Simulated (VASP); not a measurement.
NaLu2OsO6: single point with r2SCAN

Crystal: NaLu2OsO6.

```xyz
10
Lattice="0.0000 3.9298 3.9298 3.9298 0.0000 3.9298 3.9298 3.9298 0.0000" Properties=species:S:1:pos:R:3 pbc="T T T"
Na    3.9298    3.9298    3.9298
Lu    1.9649    1.9649    1.9649
Lu    5.8948    5.8948    5.8948
Os    0.0000    0.0000    0.0000
O     1.7606    3.9298    3.9298
O     3.9298    1.7606    3.9298
O     6.0991    3.9298    3.9298
O     3.9298    6.0991    3.9298
O     3.9298    3.9298    1.7606
O     3.9298    3.9298    6.0991
```

| Property | Result |
| --- | --- |
| Program | VASP 6.6.1 |
| Task | single point |
| Functional | r2SCAN |
| Potentials or basis | VASP PAW PBE potentials, release 64 (Na_pv, Lu, Os, O) |
| Cutoff | 520 eV |
| k mesh | 8 × 8 × 8 |
| Occupations | fermi-dirac, width 0.1 eV |
| Spin | no spin polarisation |

| Property | Result |
| --- | --- |
| Pressure | 22.5 GPa |
| Largest force | 8.025 eV/Å |
| Band gap on the k mesh | zero (an odd number of electrons rules out a gap without spin polarisation) |

Forces in eV/Å, atoms in the order of the input:
```
Na   0.000  0.000  0.000
Lu   0.000  0.000  0.000
Lu   0.000  0.000  0.000
Os   0.000  0.000  0.000
O    8.025  0.000  0.000
O    0.000  8.025  0.000
O   -8.025  0.000  0.000
O    0.000 -8.025  0.000
O    0.000  0.000  8.025
O    0.000  0.000 -8.025
```

Levels at points of the mesh, in eV from the Fermi level:
```
           k point  band 47  band 48  band 49  band 50  band 51  band 52  band 53  band 54
(0.00, 0.00, 0.00)    -3.15    -3.15    -3.15    -0.30    -0.30    -0.30     0.55     0.55
(0.50, 0.00, 0.00)    -3.87    -3.87    -3.46    -0.34    -0.02    -0.02     2.19     2.27
(0.50, 0.50, 0.00)    -3.92    -3.92    -3.32    -1.04     0.88     0.88     2.11     2.23
```

Run time: 14 min on 1 thread of Intel(R) Xeon(R) Platinum 8488C (Sapphire Rapids), with other jobs on the host, peak memory 0.42 GiB.

Caveat: the cell stands under pressure; the PAW data sets were made with another functional, which shifts forces and pressure a little; spin-orbit coupling is left out, which moves the levels of the heavy elements; an odd number of electrons without spin polarisation forces a metal; a magnetic or distorted state may lie lower.
